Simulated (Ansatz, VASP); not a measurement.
# Two plane-wave programs on Sc

```xyz
2
Lattice="3.2752 0.0000 0.0000 -1.6376 2.8364 0.0000 0.0000 0.0000 5.1063" Properties=species:S:1:pos:R:3 pbc="T T T"
Sc    0.0000    1.8909    1.2766
Sc    1.6376    0.9455    3.8297
```

Alike in both runs: functional PBEsol; k mesh 12 × 12 × 8; occupations fermi-dirac, width 0.1 eV; no spin polarisation.

Ansatz relaxed the structure, and its values are those at the end. VASP's run is a single point on that final structure, the one shown.

```csv
,VASP,Ansatz
version,VASP 6.6.1,Ansatz 0.2.0
potentials or method,"VASP PAW PBE potentials, release 64 (Sc_sv)","PAW with Ansatz's default frozen-core files, scalar-relativistic"
plane-wave cutoff (eV),500,420
valence electrons in the cell,22,22
```

|  | VASP | Ansatz | Ansatz less VASP |
| --- | --- | --- | --- |
| pressure (GPa) | 0.0 | 0.0 | 0.00 |

VASP's potentials were made for PBE, not for PBEsol.
